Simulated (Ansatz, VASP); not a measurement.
## Ti2Te3Pt in VASP and in Ansatz

```xyz
6
Lattice="3.7949 2.1910 3.3389 -3.7949 2.1910 3.3389 0.0000 -4.3819 3.3389" Properties=species:S:1:pos:R:3 pbc="T T T"
Ti    0.0000    0.0000    0.5557
Ti    0.0000    0.0000    7.4154
Te   -1.8548    1.0709    2.3008
Te    0.0000   -2.1418    2.3008
Te    1.8548    1.0709    2.3008
Pt    0.0000    0.0000    5.2113
```

Alike in both runs: functional PBE; k mesh 6 × 6 × 6; occupations gaussian, width 0.1 eV; no spin polarisation.

Ansatz relaxed the structure, and its values are those at the end. VASP's run is a single point on that final structure, the one shown.

|  | VASP | Ansatz |
| --- | --- | --- |
| version | VASP 6.6.1 | Ansatz 0.2.0 |
| potentials or method | VASP PAW PBE potentials, release 64 (Ti_sv, Te, Pt), cutoff 520 eV | scalar-relativistic, plane waves, PAW |
| valence electrons in the cell | 52 | 90 |

VASP gave:

| Property | Result |
| --- | --- |
| gap on the k mesh at the Fermi level (eV) | none |
| pressure (GPa) | 0.0 |
| rms of the force components (eV/Å) | 0.051 |

Task: Which values does Ansatz return?

Result: gap on the k mesh at the Fermi level (eV): none; pressure (GPa): 0.0; rms of the force components (eV/Å): 0.003.

A gap of «none» marks a metal or a gap that the smearing closes. VASP's potentials hold 52 valence electrons a cell and Ansatz's 90, so a difference there can come from the potentials and not from the codes.

Neither program's run includes spin-orbit coupling.
